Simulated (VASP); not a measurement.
# ZnCd2Se3 (P6_3mc) in VASP: a series of runs, part 2 of 2

VASP 6.6.1. Earlier steps stand in the parts before.

## (3) Single point, PBE

INCAR reads:

```
SYSTEM = ZnCd2Se3
ALGO = Normal
EDIFF = 1E-6
ENCUT = 520
GGA = PE
ISIF = 2
ISMEAR = 0
LASPH = .TRUE.
LCHARG = .FALSE.
LREAL = .FALSE.
LWAVE = .FALSE.
NBANDS = 66
NELM = 100
PREC = Accurate
SIGMA = 0.1
```

KPOINTS reads:

```
k-points
0
G
  6 6 1
  0 0 0
```

POSCAR reads:

```
ZnCd2Se3
1.0
    4.2620252530     -0.0000000289      0.0000000000
   -2.1310126015      3.6910221551      0.0000000000
    0.0000000000      0.0000000000     21.0884345000
Zn Cd Se
2 4 6
Direct
    0.3333333333      0.6666666667      0.6680060000
    0.6666666667      0.3333333333      0.1680060000
    0.3333333333      0.6666666667      0.0062530000
    0.3333333333      0.6666666667      0.3324610000
    0.6666666667      0.3333333333      0.5062530000
    0.6666666667      0.3333333333      0.8324610000
    0.3333333333      0.6666666667      0.1333440000
    0.3333333333      0.6666666667      0.4591140000
    0.3333333333      0.6666666667      0.7858210000
    0.6666666667      0.3333333333      0.2858210000
    0.6666666667      0.3333333333      0.6333440000
    0.6666666667      0.3333333333      0.9591140000
```

Potentials or basis: VASP PAW PBE potentials, release 64 (Zn, Cd, Se).

Launch:

```console
cat potpaw_PBE.64/Zn/POTCAR potpaw_PBE.64/Cd/POTCAR potpaw_PBE.64/Se/POTCAR > POTCAR
mpirun -np 1 vasp_std > vasp.out
```

OUTCAR:

```text
SYSTEM = ZnCd2Se3
   EDIFF = 1E-6
   ENCUT = 520
   GGA = PE
   ISIF = 2
   ISMEAR = 0
   LASPH = .TRUE.
   LREAL = .FALSE.
   NELM = 100
   PREC = Accurate

 ion  position               nearest neighbor table
   1  0.333  0.667  0.668-   9 2.48  11 2.57  11 2.57  11 2.57
   2  0.667  0.333  0.168-  10 2.48   7 2.57   7 2.57   7 2.57
   3  0.333  0.667  0.006-  12 2.65  12 2.65  12 2.65   7 2.68
   4  0.333  0.667  0.332-  10 2.65  10 2.65  10 2.65   8 2.67
   5  0.667  0.333  0.506-   8 2.65   8 2.65   8 2.65  11 2.68
   6  0.667  0.333  0.832-   9 2.65   9 2.65   9 2.65  12 2.67
   7  0.333  0.667  0.133-   2 2.57   2 2.57   2 2.57   3 2.68
   8  0.333  0.667  0.459-   5 2.65   5 2.65   5 2.65   4 2.67
   9  0.333  0.667  0.786-   1 2.48   6 2.65   6 2.65   6 2.65
  10  0.667  0.333  0.286-   2 2.48   4 2.65   4 2.65   4 2.65
  11  0.667  0.333  0.633-   1 2.57   1 2.57   1 2.57   5 2.68
  12  0.667  0.333  0.959-   3 2.65   3 2.65   3 2.65   6 2.67

  LATTYP: Found a hexagonal cell.
 ALAT       =     4.2620252530
 C/A-ratio  =     4.9479844084

  Lattice vectors:

 A1 = (   4.2620252530,  -0.0000000289,   0.0000000000)
 A2 = (  -2.1310126015,   3.6910221551,   0.0000000000)
 A3 = (   0.0000000000,   0.0000000000,  21.0884345000)

Analysis of symmetry for initial positions (statically):
=====================================================================
 Subroutine PRICEL returns:
 Original cell was already a primitive cell.

 Routine SETGRP: Setting up the symmetry group for a
 hexagonal supercell.

 Subroutine GETGRP returns: Found 12 space group operations
 (whereof  6 operations were pure point group operations)
 out of a pool of 24 trial point group operations.

The static configuration has the point symmetry C_3v.
 The point group associated with its full space group is C_6v.

Analysis of symmetry for dynamics (positions and initial velocities):
=====================================================================
 Subroutine PRICEL returns:
 Original cell was already a primitive cell.

 Routine SETGRP: Setting up the symmetry group for a
 hexagonal supercell.

 Subroutine GETGRP returns: Found 12 space group operations
 (whereof  6 operations were pure point group operations)
 out of a pool of 24 trial point group operations.

The dynamic configuration has the point symmetry C_3v.
 The point group associated with its full space group is C_6v.

 Subroutine INISYM returns: Found 12 space group operations
 (whereof  6 operations are pure point group operations),
 and found     1 'primitive' translations

----------------------------------------------------------------------------------------

                                     Primitive cell

  volume of cell :     331.7470

  direct lattice vectors                    reciprocal lattice vectors
     4.262025253 -0.000000029  0.000000000     0.234630239  0.135463830  0.000000000
    -2.131012602  3.691022155  0.000000000     0.000000002  0.270927662  0.000000000
     0.000000000  0.000000000 21.088434500     0.000000000  0.000000000  0.047419357

  length of vectors
     4.262025253  4.262025253 21.088434500     0.270927662  0.270927662  0.047419357

  position of ions in fractional coordinates (direct lattice)
     0.333333333  0.666666667  0.668006000
     0.666666667  0.333333333  0.168006000
     0.333333333  0.666666667  0.006253000
     0.333333333  0.666666667  0.332461000
[... 64 lines left out ...]
   ions per type =               2   4   6
   NGX,Y,Z   is equivalent  to a cutoff of  12.48, 12.48, 12.61 a.u.
   NGXF,Y,Z  is equivalent  to a cutoff of  24.96, 24.96, 25.23 a.u.
 SYSTEM =  ZnCd2Se3
   PREC   = accura    normal or accurate (medium, high low for compatibility)
   ISTART =      0    job   : 0-new  1-cont  2-samecut
   ICHARG =      2    charge: 1-file 2-atom 10-const
   ISPIN  =      1    spin polarized calculation?
   LNONCOLLINEAR =      F non collinear calculations
   LSORBIT =      F    spin-orbit coupling
   LASPH  =      T    aspherical Exc in radial PAW
   ENCUT  =  520.0 eV  38.22 Ry    6.18 a.u.   7.92  7.92 39.21*2*pi/ulx,y,z
   NELM   =    100;   NELMIN=  2; NELMDL= -5     # of ELM steps
   EDIFF  = 0.1E-05   stopping-criterion for ELM
   LREAL  =      F    real-space projection
   EDIFFG = 0.1E-04   stopping-criterion for IOM
   NSW    =      0    number of steps for IOM
   IBRION =     -1    ionic relax: 0-MD 1-quasi-New 2-CG
   NFREE  =      0    steps in history (QN), initial steepest desc. (CG)
   ISIF   =      2    stress and relaxation
   ISYM   =      2    0-nonsym 1-usesym 2-fastsym
   POTIM  = 0.5000    time-step for ionic-motion
   TEBEG  =    0.0;   TEEND  =   0.0 temperature during run
   PSTRESS=    0.0 pullay stress
   NELECT =     108.0000    total number of electrons
   NUPDOWN=      -1.0000    fix difference up-down
   EMIN   =  10.00;   EMAX   =-10.00  energy-range for DOS
   EFERMI =   0.00;   METHOD = LEGACY
   ISMEAR =     0;   SIGMA  =   0.10  broadening in eV -4-tet -1-fermi 0-gaus
   EFERMI_NEDOS =   21; number of points for ismear=-14 and -15
   IALGO  =     38    algorithm
   IMIX   =      4    mixing-type and parameters
     AMIX     =   0.40;   BMIX     =  1.00
     AMIX_MAG =   1.60;   BMIX_MAG =  1.00
  volume/ion in A,a.u.               =      27.65       186.56
  Fermi-wavevector in a.u.,A,eV,Ry     =   1.126195  2.128201 17.256488  1.268316
  Thomas-Fermi vector in A             =   2.262876
   LORBIT       =      0    0 simple, 1 ext, 2 COOP (PROOUT), +10 PAW based schemes
   GGA     = PE    functional components
   LHFCALC =     F    Hartree Fock is set to
   AEXX    =    0.0000 exact exchange contribution
   IVDW    =     0    specifies the selected vdW correction
   LEPSILON=     F    determine dielectric tensor
   LRPA    =     F    only Hartree local field effects (RPA)
 non-spin polarized calculation
 Gauss-broadening in eV      SIGMA  =   0.10
  energy-cutoff  :      520.00
  volume of cell :      331.75
 maximum number of plane-waves:      8976
 NGX is ok and might be reduce to    32
   NGX = 15   NGY = 15   NGZ = 79

 number of electron     108.0000008 magnetization

 Free energy of the ion-electron system (eV)
  ---------------------------------------------------
  ext. energy  EPLUGINS =         0.00000000
  ---------------------------------------------------
  free energy    TOTEN  =       -33.74551467 eV

  energy without entropy =      -33.74551356  energy(sigma->0) =      -33.74551412

 E-fermi :   1.1219     XC(G=0):  -8.7957

 val. band max:        0.8282922058   @ k =   0.0000   0.0000   0.0000
 cond. band min:       1.4040081114   @ k =   0.0000   0.0000   0.0000
 fundamental gap:      0.5757159056
 Fermi energy:         1.1218590310

 k-point     1 :       0.0000    0.0000    0.0000
  band No.  band energies     occupation
      1     -11.7874      2.00000
      2     -11.7462      2.00000
      3     -11.5523      2.00000
      4     -11.4323      2.00000
      5     -11.3703      2.00000
      6     -11.2919      2.00000
[... 472 lines left out ...]
     65       6.8090      0.00000
     66       7.1630      0.00000

------------------------ aborting loop because EDIFF is reached ----------------------------------------

  FORCE on cell =-STRESS in cart. coord.  units (eV):
  Direction    XX          YY          ZZ          XY          YZ          ZX
  --------------------------------------------------------------------------------------
  -------------------------------------------------------------------------------------
  Total        0.5339666      0.5339666      0.4917231     -0.0000000     -0.0000000      0.0000000
  in kB        2.5788002      2.5788002      2.3747842     -0.0000000     -0.0000000      0.0000000
  external PRESSURE =       2.5107948 kB  Pullay stress =       0.0000000 kB

 VOLUME and BASIS-vectors are now :
 -----------------------------------------------------------------------------
  energy-cutoff  :      520.00
  volume of cell :      331.75
      direct lattice vectors                 reciprocal lattice vectors
     4.262025253 -0.000000029  0.000000000     0.234630239  0.135463830  0.000000000
    -2.131012602  3.691022155  0.000000000     0.000000002  0.270927662  0.000000000
     0.000000000  0.000000000 21.088434500     0.000000000  0.000000000  0.047419357

 POSITION                                       TOTAL-FORCE (eV/Angst)
 -----------------------------------------------------------------------------------
      0.00000      2.46068     14.08720        -0.000000      0.000000     -0.001758
      2.13101      1.23034      3.54298         0.000000     -0.000000     -0.001758
      0.00000      2.46068      0.13187         0.000000     -0.000000      0.006610
      0.00000      2.46068      7.01108         0.000000     -0.000000      0.005611
      2.13101      1.23034     10.67608         0.000000     -0.000000      0.006610
      2.13101      1.23034     17.55530        -0.000000     -0.000000      0.005611
      0.00000      2.46068      2.81202         0.000000     -0.000000      0.011182
      0.00000      2.46068      9.68200         0.000000     -0.000000     -0.006503
      0.00000      2.46068     16.57173         0.000000     -0.000000     -0.015142
      2.13101      1.23034      6.02752        -0.000000     -0.000000     -0.015142
      2.13101      1.23034     13.35623        -0.000000      0.000000      0.011182
      2.13101      1.23034     20.22621         0.000000     -0.000000     -0.006503
 -----------------------------------------------------------------------------------
    total drift:                                0.000001      0.000001      0.000110

  FREE ENERGIE OF THE ION-ELECTRON SYSTEM (eV)
  ---------------------------------------------------
  free  energy   TOTEN  =       -33.7455146735 eV

  energy  without entropy=      -33.7455135599  energy(sigma->0) =      -33.74551412
```

Wall time 2.6 min (1 thread of Intel Xeon Platinum 8375C at 2.90GHz (Ice Lake), shared host); peak memory 0.48 GiB.

Results:

```
Free energy            : -33.7455 eV
Pressure               : 0.3 GPa
Largest force          : 0.015 eV/Å
Band gap on the k mesh : 0.58 eV
```

Forces in eV/Å, atoms in the order of the input:
```
Zn   0.000  0.000 -0.002
Zn   0.000  0.000 -0.002
Cd   0.000  0.000  0.007
Cd   0.000  0.000  0.006
Cd   0.000  0.000  0.007
Cd   0.000  0.000  0.006
Se   0.000  0.000  0.011
Se   0.000  0.000 -0.007
Se   0.000  0.000 -0.015
Se   0.000  0.000 -0.015
Se   0.000  0.000  0.011
Se   0.000  0.000 -0.007
```

## (4) Single point, PBE

INCAR reads:

```
SYSTEM = ZnCd2Se3
  PREC = Accurate
  ENCUT = 520
  EDIFF = 1E-6
  ISMEAR = 0
  SIGMA = 0.02
  LREAL = .False.
  LASPH = .True.
  NELM = 60
  ALGO = Normal
  ISIF = 2
  LWAVE = .False.
  LCHARG = .False.
  GGA = PE
  NBANDS = 66
```

KPOINTS reads:

```
regular mesh
0
Gamma
  12 12 2
  0 0 0
```

POSCAR is that of step 3.

Potentials or basis: VASP PAW PBE potentials, release 64 (Zn, Cd, Se).

Launch:

```console
cat potpaw_PBE.64/Zn/POTCAR potpaw_PBE.64/Cd/POTCAR potpaw_PBE.64/Se/POTCAR > POTCAR
mpirun -np 1 vasp_std > vasp.out
```

OUTCAR:

```text
SYSTEM = ZnCd2Se3
   PREC = Accurate
   ENCUT = 520
   EDIFF = 1E-6
   ISMEAR = 0
   LREAL = .False.
   LASPH = .True.
   NELM = 60
   ISIF = 2
   GGA = PE

 ion  position               nearest neighbor table
   1  0.333  0.667  0.668-   9 2.48  11 2.57  11 2.57  11 2.57
   2  0.667  0.333  0.168-  10 2.48   7 2.57   7 2.57   7 2.57
   3  0.333  0.667  0.006-  12 2.65  12 2.65  12 2.65   7 2.68
   4  0.333  0.667  0.332-  10 2.65  10 2.65  10 2.65   8 2.67
   5  0.667  0.333  0.506-   8 2.65   8 2.65   8 2.65  11 2.68
   6  0.667  0.333  0.832-   9 2.65   9 2.65   9 2.65  12 2.67
   7  0.333  0.667  0.133-   2 2.57   2 2.57   2 2.57   3 2.68
   8  0.333  0.667  0.459-   5 2.65   5 2.65   5 2.65   4 2.67
   9  0.333  0.667  0.786-   1 2.48   6 2.65   6 2.65   6 2.65
  10  0.667  0.333  0.286-   2 2.48   4 2.65   4 2.65   4 2.65
  11  0.667  0.333  0.633-   1 2.57   1 2.57   1 2.57   5 2.68
  12  0.667  0.333  0.959-   3 2.65   3 2.65   3 2.65   6 2.67

  LATTYP: Found a hexagonal cell.
 ALAT       =     4.2620252530
 C/A-ratio  =     4.9479844084

  Lattice vectors:

 A1 = (   4.2620252530,  -0.0000000289,   0.0000000000)
[... 1864 lines left out ...]

------------------------ aborting loop because EDIFF is reached ----------------------------------------

  FORCE on cell =-STRESS in cart. coord.  units (eV):
  Direction    XX          YY          ZZ          XY          YZ          ZX
  --------------------------------------------------------------------------------------
  -------------------------------------------------------------------------------------
  Total        0.5045822      0.5045822      0.5222452     -0.0000000      0.0000000      0.0000000
  in kB        2.4368878      2.4368878      2.5221914     -0.0000000      0.0000000      0.0000000
  external PRESSURE =       2.4653223 kB  Pullay stress =       0.0000000 kB

 VOLUME and BASIS-vectors are now :
 -----------------------------------------------------------------------------
  energy-cutoff  :      520.00
  volume of cell :      331.75
      direct lattice vectors                 reciprocal lattice vectors
     4.262025253 -0.000000029  0.000000000     0.234630239  0.135463830  0.000000000
    -2.131012602  3.691022155  0.000000000     0.000000002  0.270927662  0.000000000
     0.000000000  0.000000000 21.088434500     0.000000000  0.000000000  0.047419357

 POSITION                                       TOTAL-FORCE (eV/Angst)
 -----------------------------------------------------------------------------------
      0.00000      2.46068     14.08720         0.000000     -0.000000     -0.003880
      2.13101      1.23034      3.54298        -0.000000     -0.000000     -0.003880
      0.00000      2.46068      0.13187         0.000000     -0.000000      0.005055
      0.00000      2.46068      7.01108        -0.000000      0.000000      0.004953
      2.13101      1.23034     10.67608        -0.000000     -0.000000      0.005055
      2.13101      1.23034     17.55530         0.000000     -0.000000      0.004953
      0.00000      2.46068      2.81202        -0.000000     -0.000000      0.012272
      0.00000      2.46068      9.68200        -0.000000     -0.000000     -0.004615
      0.00000      2.46068     16.57173        -0.000000      0.000000     -0.013785
      2.13101      1.23034      6.02752        -0.000000     -0.000000     -0.013785
      2.13101      1.23034     13.35623         0.000000     -0.000000      0.012272
      2.13101      1.23034     20.22621        -0.000000      0.000000     -0.004615
 -----------------------------------------------------------------------------------
    total drift:                                0.000001      0.000001      0.000122

  FREE ENERGIE OF THE ION-ELECTRON SYSTEM (eV)
  ---------------------------------------------------
  free  energy   TOTEN  =       -33.7683428128 eV

  energy  without entropy=      -33.7683428128  energy(sigma->0) =      -33.76834281
```

Run time: 12 min. Hardware: 1 thread of Oxide Virtual Turin-like, shared host; peak memory 0.81 GiB.

Results:

```
Free energy            : -33.7683 eV
Pressure               : 0.2 GPa
Largest force          : 0.014 eV/Å
Band gap on the k mesh : 0.58 eV
```

Forces in eV/Å, atoms in the order of the input:
```
Zn   0.000  0.000 -0.004
Zn   0.000  0.000 -0.004
Cd   0.000  0.000  0.005
Cd   0.000  0.000  0.005
Cd   0.000  0.000  0.005
Cd   0.000  0.000  0.005
Se   0.000  0.000  0.012
Se   0.000  0.000 -0.005
Se   0.000  0.000 -0.014
Se   0.000  0.000 -0.014
Se   0.000  0.000  0.012
Se   0.000  0.000 -0.005
```

Levels at points of the mesh, in eV from the valence-band top:
```csv
k point,band 50,band 51,band 52,band 53,band 54,band 55,band 56,band 57,band 58,band 59
"(0.00, 0.00, 0.00)",-0.19,-0.12,-0.12,0.00,0.00,0.58,1.68,2.05,2.12,2.39
"(0.50, 0.00, 0.00)",-1.24,-1.12,-1.11,-0.94,-0.71,2.49,2.65,2.89,3.18,3.22
"(0.00, 0.00, 0.50)",-0.38,-0.05,-0.05,-0.05,-0.05,1.20,1.20,2.05,2.05,2.59
"(0.50, 0.00, 0.50)",-1.29,-1.28,-1.28,-0.79,-0.79,2.69,2.69,2.89,2.89,3.28
```
